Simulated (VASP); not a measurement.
# InO3 (ReO3 type) (Pm-3m) in VASP: a series of runs

InO3 (ReO3 type) is run at these levels: PBE; tasks: single point.

Everything below comes from runs of VASP 6.6.1. Logs are shortened: lines on timing, memory, paths and dates and some standing lists are left out, and cuts for length are marked.

## Step 1: The cell of the first run

Symmetry: Pm-3m, No. 221, cubic system. Conventional cell: a = 4.268 Å, b = 4.268 Å, c = 4.268 Å, α = 90.00°, β = 90.00°, γ = 90.00°. In (site symmetry m-3m) has 6 O at 2.13 Å within 2.8 Å. Within 2.8 Å of O (site symmetry 4/mmm) lie 2 In at 2.13 Å.

## Step 2: Single point, PBE

The input, INCAR:

```
SYSTEM = InO3
  PREC = Accurate
  ENCUT = 520
  EDIFF = 1E-7
  ISMEAR = -1
  SIGMA = 0.06122561905347299
  LREAL = .FALSE.
  LASPH = .TRUE.
  NELM = 80
  ALGO = Normal
  ISIF = 2
  LWAVE = .FALSE.
  LCHARG = .FALSE.
  GGA = PE
  NBANDS = 24
```

The input, KPOINTS:

```
regular mesh
0
G
  13 13 13
  0 0 0
```

The input, POSCAR:

```
InO3
1.0
    4.2679705278      0.0000000000      0.0000000000
    0.0000000000      4.2679705278      0.0000000000
    0.0000000000      0.0000000000      4.2679705278
In O
1 3
Direct
    0.0000000000      0.0000000000      0.0000000000
    0.5000000000      0.0000000000      0.0000000000
    0.0000000000      0.5000000000      0.0000000000
    0.0000000000      0.0000000000      0.5000000000
```

Potentials or basis: VASP PAW PBE potentials, release 64 (In_d, O).

Started as:

```console
$ cat potpaw_PBE.64/In_d/POTCAR potpaw_PBE.64/O/POTCAR > POTCAR
$ mpirun -np 1 vasp_std > vasp.out
```

OUTCAR:

```text
SYSTEM = InO3
   PREC = Accurate
   ENCUT = 520
   EDIFF = 1E-7
   ISMEAR = -1
   LREAL = .FALSE.
   LASPH = .TRUE.
   NELM = 80
   ISIF = 2
   GGA = PE

 ion  position               nearest neighbor table
   1  0.000  0.000  0.000-   2 2.13   3 2.13   4 2.13   4 2.13   3 2.13   2 2.13
   2  0.500  0.000  0.000-   1 2.13   1 2.13
   3  0.000  0.500  0.000-   1 2.13   1 2.13
   4  0.000  0.000  0.500-   1 2.13   1 2.13

  LATTYP: Found a simple cubic cell.
 ALAT       =     4.2679705278

  Lattice vectors:

 A1 = (   4.2679705278,   0.0000000000,   0.0000000000)
 A2 = (   0.0000000000,   4.2679705278,   0.0000000000)
 A3 = (   0.0000000000,   0.0000000000,   4.2679705278)

Analysis of symmetry for initial positions (statically):
=====================================================================
 Subroutine PRICEL returns:
 Original cell was already a primitive cell.

 Routine SETGRP: Setting up the symmetry group for a
 simple cubic supercell.

 Subroutine GETGRP returns: Found 48 space group operations
 (whereof 48 operations were pure point group operations)
 out of a pool of 48 trial point group operations.

The static configuration has the point symmetry O_h .

Analysis of symmetry for dynamics (positions and initial velocities):
=====================================================================
 Subroutine PRICEL returns:
 Original cell was already a primitive cell.

 Routine SETGRP: Setting up the symmetry group for a
 simple cubic supercell.

 Subroutine GETGRP returns: Found 48 space group operations
 (whereof 48 operations were pure point group operations)
 out of a pool of 48 trial point group operations.

The dynamic configuration has the point symmetry O_h .

 Subroutine INISYM returns: Found 48 space group operations
 (whereof 48 operations are pure point group operations),
 and found     1 'primitive' translations

----------------------------------------------------------------------------------------

                                     Primitive cell

  volume of cell :      77.7435

  direct lattice vectors                    reciprocal lattice vectors
     4.267970528  0.000000000  0.000000000     0.234303399  0.000000000  0.000000000
     0.000000000  4.267970528  0.000000000     0.000000000  0.234303399  0.000000000
     0.000000000  0.000000000  4.267970528     0.000000000  0.000000000  0.234303399

  length of vectors
[... 84 lines left out ...]
   ENCUT  =  520.0 eV  38.22 Ry    6.18 a.u.   7.94  7.94  7.94*2*pi/ulx,y,z
   NELM   =     80;   NELMIN=  2; NELMDL= -5     # of ELM steps
   EDIFF  = 0.1E-06   stopping-criterion for ELM
   LREAL  =      F    real-space projection
   EDIFFG = 0.1E-05   stopping-criterion for IOM
   NSW    =      0    number of steps for IOM
   IBRION =     -1    ionic relax: 0-MD 1-quasi-New 2-CG
   NFREE  =      0    steps in history (QN), initial steepest desc. (CG)
   ISIF   =      2    stress and relaxation
   ISYM   =      2    0-nonsym 1-usesym 2-fastsym
   POTIM  = 0.5000    time-step for ionic-motion
   TEBEG  =    0.0;   TEEND  =   0.0 temperature during run
   PSTRESS=    0.0 pullay stress
   NELECT =      31.0000    total number of electrons
   NUPDOWN=      -1.0000    fix difference up-down
   EMIN   =  10.00;   EMAX   =-10.00  energy-range for DOS
   EFERMI =   0.00;   METHOD = LEGACY
   ISMEAR =    -1;   SIGMA  =   0.06  broadening in eV -4-tet -1-fermi 0-gaus
   EFERMI_NEDOS =   21; number of points for ismear=-14 and -15
   IALGO  =     38    algorithm
   IMIX   =      4    mixing-type and parameters
     AMIX     =   0.40;   BMIX     =  1.00
     AMIX_MAG =   1.60;   BMIX_MAG =  1.00
  volume/ion in A,a.u.               =      19.44       131.16
  Fermi-wavevector in a.u.,A,eV,Ry     =   1.204964  2.277051 19.754811  1.451938
  Thomas-Fermi vector in A             =   2.340674
   LORBIT       =      0    0 simple, 1 ext, 2 COOP (PROOUT), +10 PAW based schemes
   GGA     = PE    functional components
   LHFCALC =     F    Hartree Fock is set to
   AEXX    =    0.0000 exact exchange contribution
   IVDW    =     0    specifies the selected vdW correction
   LEPSILON=     F    determine dielectric tensor
   LRPA    =     F    only Hartree local field effects (RPA)
 non-spin polarized calculation
  energy-cutoff  :      520.00
  volume of cell :       77.74
 maximum number of plane-waves:      2116
 NGX is ok and might be reduce to    32
   NGX = 15   NGY = 15   NGZ = 15

 number of electron      30.9999993 magnetization

 Free energy of the ion-electron system (eV)
  ---------------------------------------------------
  ext. energy  EPLUGINS =         0.00000000
  ---------------------------------------------------
  free energy    TOTEN  =       -16.20843081 eV

  energy without entropy =      -16.08491175  energy(sigma->0) =      -16.14667128

 E-fermi :  -1.5454     XC(G=0):  -7.9776

 val. band max:       -1.5486235237   @ k =   0.3077   0.1538   0.1538
 cond. band min:      -1.5319465124   @ k =   0.4615   0.2308   0.2308
 fundamental gap:      0.0166770114
 Fermi energy:        -1.5454380848

 k-point     1 :       0.0000    0.0000    0.0000
  band No.  band energies     occupation
      1     -18.1351      2.00000
      2     -17.7575      2.00000
      3     -17.7575      2.00000
      4     -13.1062      2.00000
      5     -13.1062      2.00000
      6     -13.1062      2.00000
[... 637 lines left out ...]
     23      12.0384      0.00000
     24      13.1761      0.00000

 [... further k-points ...]

------------------------ aborting loop because EDIFF is reached ----------------------------------------

  FORCE on cell =-STRESS in cart. coord.  units (eV):
  Direction    XX          YY          ZZ          XY          YZ          ZX
  --------------------------------------------------------------------------------------
  -------------------------------------------------------------------------------------
  Total       -1.0580643     -1.0580643     -1.0580643      0.0000000      0.0000000     -0.0000000
  in kB      -21.8051171    -21.8051171    -21.8051171      0.0000000      0.0000000     -0.0000000
  external PRESSURE =     -21.8051171 kB  Pullay stress =       0.0000000 kB

 VOLUME and BASIS-vectors are now :
 -----------------------------------------------------------------------------
  energy-cutoff  :      520.00
  volume of cell :       77.74
      direct lattice vectors                 reciprocal lattice vectors
     4.267970528  0.000000000  0.000000000     0.234303399  0.000000000  0.000000000
     0.000000000  4.267970528  0.000000000     0.000000000  0.234303399  0.000000000
     0.000000000  0.000000000  4.267970528     0.000000000  0.000000000  0.234303399

 POSITION                                       TOTAL-FORCE (eV/Angst)
 -----------------------------------------------------------------------------------
      0.00000      0.00000      0.00000         0.000000      0.000000      0.000000
      2.13399      0.00000      0.00000         0.000000      0.000000      0.000000
      0.00000      2.13399      0.00000         0.000000      0.000000      0.000000
      0.00000      0.00000      2.13399         0.000000      0.000000      0.000000
 -----------------------------------------------------------------------------------
    total drift:                                0.000000      0.000000     -0.000000

  FREE ENERGIE OF THE ION-ELECTRON SYSTEM (eV)
  ---------------------------------------------------
  free  energy   TOTEN  =       -16.2084308104 eV

  energy  without entropy=      -16.0849117477  energy(sigma->0) =      -16.14667128
```

Run time: 1.7 min. Hardware: 1 thread of AMD EPYC 9R45 (Zen 5), shared host; peak memory 0.22 GiB.

Results:

```yaml
Free_energy: -16.2084 eV
Pressure: -2.2 GPa
```

Levels at points of the mesh, in eV from the Fermi level:
| k point | band 12 | band 13 | band 14 | band 15 | band 16 | band 17 | band 18 | band 19 | band 20 | band 21 |
| --- | --- | --- | --- | --- | --- | --- | --- | --- | --- | --- |
| (0.00, 0.00, 0.00) | -0.23 | -0.23 | -0.23 | -0.21 | -0.21 | -0.21 | 3.49 | 8.56 | 13.73 | 13.73 |

Caveat: spin-orbit coupling is left out, which moves the levels of the heavy elements; an odd number of electrons without spin polarisation forces a metal; a magnetic or distorted state may lie lower.

## Step 3: Single point, PBE

This run uses another cell than the first one, of 19.81 Å³/atom, 1.019 times its volume.

The input, INCAR:

```
SYSTEM = InO3
PREC = Accurate
ENCUT = 520
EDIFF = 1E-6
ISMEAR = -1
SIGMA = 0.06122561905347299
LREAL = .False.
LASPH = .True.
NELM = 60
ALGO = Normal
ISIF = 2
LWAVE = .False.
LCHARG = .True.
GGA = PE
LELF = .True.
LVHAR = .True.
NBANDS = 24
```

The input, KPOINTS:

```
Automatic mesh
0
Gamma
  13 13 13
  0 0 0
```

The input, POSCAR:

```
InO3
1.0
    4.2951557864      0.0000000000      0.0000000000
    0.0000000000      4.2951557864      0.0000000000
    0.0000000000      0.0000000000      4.2951557864
In O
1 3
Direct
    0.0000000000      0.0000000000      0.0000000000
    0.5000000000      0.0000000000      0.0000000000
    0.0000000000      0.5000000000      0.0000000000
    0.0000000000      0.0000000000      0.5000000000
```

Potentials or basis: VASP PAW PBE potentials, release 64 (In_d, O).

Started as:

```console
$ cat potpaw_PBE.64/In_d/POTCAR potpaw_PBE.64/O/POTCAR > POTCAR
$ mpirun -np 1 vasp_std > vasp.out
```

Run time: 93 s. Hardware: 1 thread of AMD EPYC 9R45 (Zen 5), shared host; peak memory 0.23 GiB.

The run converged. Its results:

```
Free energy : -16.1847 eV
Pressure    : -3.2 GPa
```

Levels at points of the mesh, in eV from the Fermi level:
| k point | band 12 | band 13 | band 14 | band 15 | band 16 | band 17 | band 18 | band 19 | band 20 | band 21 |
| --- | --- | --- | --- | --- | --- | --- | --- | --- | --- | --- |
| (0.00, 0.00, 0.00) | -0.21 | -0.21 | -0.21 | -0.20 | -0.20 | -0.20 | 3.32 | 8.53 | 13.55 | 13.55 |

Caveat: spin-orbit coupling is left out, which moves the levels of the heavy elements; an odd number of electrons without spin polarisation forces a metal; a magnetic or distorted state may lie lower.

## Step 4: Single point, PBE

This run uses another cell than the first one, of 19.81 Å³/atom, 1.019 times its volume.

The input, INCAR:

```
PREC     = Accurate       # precision mode
ENCUT    = 520            # plane-wave cutoff, eV
EDIFF    = 1E-6           # SCF threshold, eV
ISMEAR   = -1             # smearing method
SIGMA    = 0.06122561905347299 # smearing width, eV
LREAL    = F              # projectors in reciprocal space
LASPH    = T              # aspherical terms in the spheres
NELM     = 100            # most SCF steps
ALGO     = Normal         # electronic algorithm
ISIF     = 2              # what is computed and relaxed
LWAVE    = F              # write WAVECAR
LCHARG   = F              # write CHGCAR
GGA      = PE             # functional
NBANDS   = 24             # bands
```

The input, KPOINTS:

```
regular mesh
0
Gamma
  13 13 13
```

POSCAR is that of step 3.

Started as:

```console
$ cat potpaw_PBE.64/In_d/POTCAR potpaw_PBE.64/O/POTCAR > POTCAR
$ mpirun -np 1 vasp_std > vasp.out
```

It took 88 s on 1 thread of AMD EPYC 9R45 (Zen 5), shared host; peak memory 0.23 GiB.

The run converged. Its results:

```
Free energy : -16.1847 eV
Pressure    : -3.2 GPa
```

Levels at points of the mesh, in eV from the Fermi level:
```
           k point  band 12  band 13  band 14  band 15  band 16  band 17  band 18  band 19  band 20  band 21
(0.00, 0.00, 0.00)    -0.21    -0.21    -0.21    -0.20    -0.20    -0.20     3.32     8.53    13.55    13.55
```

Caveat: spin-orbit coupling is left out, which moves the levels of the heavy elements; an odd number of electrons without spin polarisation forces a metal; a magnetic or distorted state may lie lower.
